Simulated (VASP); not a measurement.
Here is a VASP 6.6.1 calculation.

File POSCAR:

```
Sb
1.0
   -1.8587811731      1.8587811731      1.8587811731
    1.8587811731     -1.8587811731      1.8587811731
    1.8587811731      1.8587811731     -1.8587811731
Sb
1
Direct
    0.0000000000      0.0000000000      0.0000000000
```

File INCAR.step1:

```
  PREC = Accurate
  ENCUT = 520
  EDIFF = 1E-5
  ISMEAR = -1
  SIGMA = 0.05
  LREAL = F
  LASPH = T
  NELM = 60
  ALGO = Normal
  ISIF = 2
  LWAVE = T
  GGA = PE
  NBANDS = 8
```

File INCAR.step2:

```
  PREC = Accurate
  ENCUT = 520
  EDIFF = 1E-7
  ISMEAR = -1
  SIGMA = 0.05
  LREAL = F
  LASPH = T
  NELM = 60
  ALGO = Normal
  ISIF = 2
  LWAVE = F
  LCHARG = T
  GGA = PE
  LHFCALC = T
  HFSCREEN = 0.2079
  PRECFOCK = Normal
  LELF = T
  LVHAR = T
  ISTART = 1
  NBANDS = 8
```

Contents of KPOINTS:

```
regular mesh
0
Gamma
  6 6 6
```

Potentials or basis: VASP PAW PBE potentials, release 64 (Sb).

Launch:

```bash
$ cat potpaw_PBE.64/Sb/POTCAR > POTCAR
$ cp INCAR.step1 INCAR
$ mpirun -np 1 vasp_std > vasp.out
$ cp INCAR.step2 INCAR
$ mpirun -np 1 vasp_std > vasp.out
```

(1) Estimate the pressure.

Results:

(1) 1.7 GPa.

Caveat: the k points lie up to 0.40 Å⁻¹ apart; the PAW data sets were made with another functional, which shifts forces and pressure a little.
